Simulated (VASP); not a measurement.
# CaO (Fm-3m) in VASP: notebook, part 2 of 2

VASP 6.6.1. Earlier steps stand in the parts before.

## (3) Single point, r2SCAN

File POSCAR:

```
CaO
1.0
    0.0000000000      2.3838000000      2.3838000000
    2.3838000000      0.0000000000      2.3838000000
    2.3838000000      2.3838000000      0.0000000000
Ca O
1 1
Direct
    0.0000000000      0.0000000000      0.0000000000
    0.5000000000      0.5000000000      0.5000000000
```

File INCAR.step1:

```
PREC = Accurate
ENCUT = 520
ISMEAR = -1
SIGMA = 0.05
LREAL = F
LASPH = T
NELM = 60
NBANDS = 15
GGA = PE
ALGO = Normal
EDIFF = 1E-4
LWAVE = T
LCHARG = F
```

File INCAR.step2:

```
PREC = Accurate
ENCUT = 520
EDIFF = 1E-6
ISMEAR = -1
SIGMA = 0.05
LREAL = F
LASPH = T
NELM = 60
ALGO = Normal
ISIF = 2
LWAVE = F
LCHARG = F
METAGGA = R2SCAN
LMIXTAU = T
NBANDS = 15
ISTART = 1
```

File KPOINTS:

```
regular mesh
0
Gamma
  9 9 9
```

Potentials or basis: VASP PAW PBE potentials, release 64 (Ca_sv, O).

Command:

```
> cat potpaw_PBE.64/Ca_sv/POTCAR potpaw_PBE.64/O/POTCAR > POTCAR
> cp INCAR.step1 INCAR
> mpirun -np 1 vasp_std > vasp.out
> cp INCAR.step2 INCAR
> mpirun -np 1 vasp_std > vasp.out
```

OUTCAR:

```text
PREC = Accurate
   ENCUT = 520
   EDIFF = 1E-6
   ISMEAR = -1
   LREAL = F
   LASPH = T
   NELM = 60
   ISIF = 2
   METAGGA = R2SCAN
   ISTART = 1

 ion  position               nearest neighbor table
   1  0.000  0.000  0.000-   2 2.38   2 2.38   2 2.38   2 2.38   2 2.38   2 2.38
   2  0.500  0.500  0.500-   1 2.38   1 2.38   1 2.38   1 2.38   1 2.38   1 2.38

  LATTYP: Found a face centered cubic cell.
 ALAT       =     4.7676000000

  Lattice vectors:

 A1 = (   0.0000000000,   2.3838000000,   2.3838000000)
 A2 = (   2.3838000000,   0.0000000000,   2.3838000000)
 A3 = (   2.3838000000,   2.3838000000,   0.0000000000)

Analysis of symmetry for initial positions (statically):
=====================================================================
 Subroutine PRICEL returns:
 Original cell was already a primitive cell.

 Routine SETGRP: Setting up the symmetry group for a
 face centered cubic supercell.

 Subroutine GETGRP returns: Found 48 space group operations
 (whereof 48 operations were pure point group operations)
 out of a pool of 48 trial point group operations.

The static configuration has the point symmetry O_h .

Analysis of symmetry for dynamics (positions and initial velocities):
=====================================================================
 Subroutine PRICEL returns:
 Original cell was already a primitive cell.

 Routine SETGRP: Setting up the symmetry group for a
 face centered cubic supercell.

 Subroutine GETGRP returns: Found 48 space group operations
 (whereof 48 operations were pure point group operations)
 out of a pool of 48 trial point group operations.

The dynamic configuration has the point symmetry O_h .

 Subroutine INISYM returns: Found 48 space group operations
 (whereof 48 operations are pure point group operations),
 and found     1 'primitive' translations

----------------------------------------------------------------------------------------

                                     Primitive cell

[... 114 lines left out ...]
   LORBIT       =      0    0 simple, 1 ext, 2 COOP (PROOUT), +10 PAW based schemes
   METAGGA = R2SCAN    functional components
   LHFCALC =     F    Hartree Fock is set to
   AEXX    =    0.0000 exact exchange contribution
   IVDW    =     0    specifies the selected vdW correction
   LEPSILON=     F    determine dielectric tensor
   LRPA    =     F    only Hartree local field effects (RPA)
 non-spin polarized calculation
  energy-cutoff  :      520.00
  volume of cell :       27.09
 maximum number of plane-waves:       745
 NGX is ok and might be reduce to    28
   NGX = 13   NGY = 13   NGZ = 13

 number of electron      15.9999997 magnetization

 Free energy of the ion-electron system (eV)
  ---------------------------------------------------
  ext. energy  EPLUGINS =         0.00000000
  ---------------------------------------------------
  free energy    TOTEN  =       -19.44623780 eV

  energy without entropy =      -19.44623780  energy(sigma->0) =      -19.44623780

 E-fermi :   3.2342     XC(G=0): -11.2038

 val. band max:        2.1533532670   @ k =   0.0000   0.0000   0.0000
 cond. band min:       6.3939967853   @ k =   0.4444   0.4444   0.0000
 fundamental gap:      4.2406435183
 Fermi energy:         3.2341754880

 k-point     1 :       0.0000    0.0000    0.0000
  band No.  band energies     occupation
      1     -36.8005      2.00000
      2     -16.6743      2.00000
      3     -16.6743      2.00000
      4     -16.6743      2.00000
      5     -14.3672      2.00000
      6       2.1533      2.00000
      7       2.1534      2.00000
      8       2.1534      2.00000
      9       7.7905      0.00000
     10       9.0668      0.00000
     11       9.0668      0.00000
     12       9.0668      0.00000
     13      10.7053      0.00000
     14      10.7053      0.00000
[... 401 lines left out ...]
      2     -17.3362      2.00000
      3     -16.9127      2.00000
      4     -16.9127      2.00000
      5     -14.0978      2.00000
      6       0.7972      2.00000
      7       1.7847      2.00000
      8       1.7847      2.00000
      9       6.3940      0.00000
     10      11.0421      0.00000
     11      11.8827      0.00000
     12      12.4837      0.00000
     13      12.4837      0.00000
     14      14.3432      0.00000
     15      17.4156      0.00000

 [... further k-points ...]
[... 5 lines left out ...]
  --------------------------------------------------------------------------------------
  -------------------------------------------------------------------------------------
  Total        0.5431428      0.5431428      0.5431428      0.0000000      0.0000000      0.0000000
  in kB       32.1207108     32.1207108     32.1207108      0.0000000      0.0000000      0.0000000
  external PRESSURE =      32.1207108 kB  Pullay stress =       0.0000000 kB

 VOLUME and BASIS-vectors are now :
 -----------------------------------------------------------------------------
  energy-cutoff  :      520.00
  volume of cell :       27.09
      direct lattice vectors                 reciprocal lattice vectors
     0.000000000  2.383800000  2.383800000    -0.209749140  0.209749140  0.209749140
     2.383800000  0.000000000  2.383800000     0.209749140 -0.209749140  0.209749140
     2.383800000  2.383800000  0.000000000     0.209749140  0.209749140 -0.209749140

 POSITION                                       TOTAL-FORCE (eV/Angst)
 -----------------------------------------------------------------------------------
      0.00000      0.00000      0.00000         0.000000      0.000000      0.000000
      2.38380      2.38380      2.38380        -0.000000     -0.000000     -0.000000
 -----------------------------------------------------------------------------------
    total drift:                                0.000000      0.000000      0.000000

  FREE ENERGIE OF THE ION-ELECTRON SYSTEM (eV)
  ---------------------------------------------------
  free  energy   TOTEN  =       -19.4462378024 eV

  energy  without entropy=      -19.4462378024  energy(sigma->0) =      -19.44623780
```

OUTCAR.step1:

```text
PREC = Accurate
   ENCUT = 520
   ISMEAR = -1
   LREAL = F
   LASPH = T
   NELM = 60
[... 651 lines left out ...]
 -----------------------------------------------------------------------------------
      0.00000      0.00000      0.00000         0.000000      0.000000     -0.000000
      2.38380      2.38380      2.38380        -0.000000     -0.000000      0.000000
 -----------------------------------------------------------------------------------
    total drift:                                0.000000      0.000000      0.000000

  FREE ENERGIE OF THE ION-ELECTRON SYSTEM (eV)
  ---------------------------------------------------
  free  energy   TOTEN  =       -12.7850695130 eV

  energy  without entropy=      -12.7850695129  energy(sigma->0) =      -12.78506951
```

OSZICAR.step1:

```text
N       E                     dE             d eps       ncg     rms          rms(c)
DAV:   1     0.124030638357E+03    0.12403E+03   -0.84124E+03  1050   0.110E+03
DAV:   2    -0.930592547574E+01   -0.13334E+03   -0.12442E+03  1288   0.293E+02
DAV:   3    -0.143515615380E+02   -0.50456E+01   -0.50098E+01  1261   0.584E+01
DAV:   4    -0.144995556686E+02   -0.14799E+00   -0.14790E+00  1474   0.860E+00
DAV:   5    -0.145006340329E+02   -0.10784E-02   -0.10781E-02  1234   0.768E-01    0.857E+00
DAV:   6    -0.128568744916E+02    0.16438E+01   -0.50099E+00  1176   0.221E+01    0.352E+00
DAV:   7    -0.127885454078E+02    0.68329E-01   -0.39710E-01  1226   0.659E+00    0.179E+00
DAV:   8    -0.127860481514E+02    0.24973E-02   -0.74158E-02  1344   0.293E+00    0.421E-01
DAV:   9    -0.127844583305E+02    0.15898E-02   -0.46905E-03  1071   0.582E-01    0.108E-01
DAV:  10    -0.127850941653E+02   -0.63583E-03   -0.71582E-04  1296   0.243E-01    0.399E-02
DAV:  11    -0.127850695130E+02    0.24652E-04   -0.45395E-05   819   0.848E-02
   1 F= -.12785070E+02 E0= -.12785070E+02  d E =-.867098E-10
```

Wall time 76 s (1 thread of Intel Xeon Platinum 8375C at 2.90GHz (Ice Lake), shared host); peak memory 0.17 GiB.

What came out:

| Property | Result |
| --- | --- |
| Free energy | -19.4462 eV |
| Pressure | 3.2 GPa |
| Band gap on the k mesh | 4.24 eV, indirect (least direct gap 4.61 eV) |

Caveat: the PAW data sets were made with another functional, which shifts forces and pressure a little. r2SCAN opens gaps a little over a GGA but as a rule still falls short of measured ones.
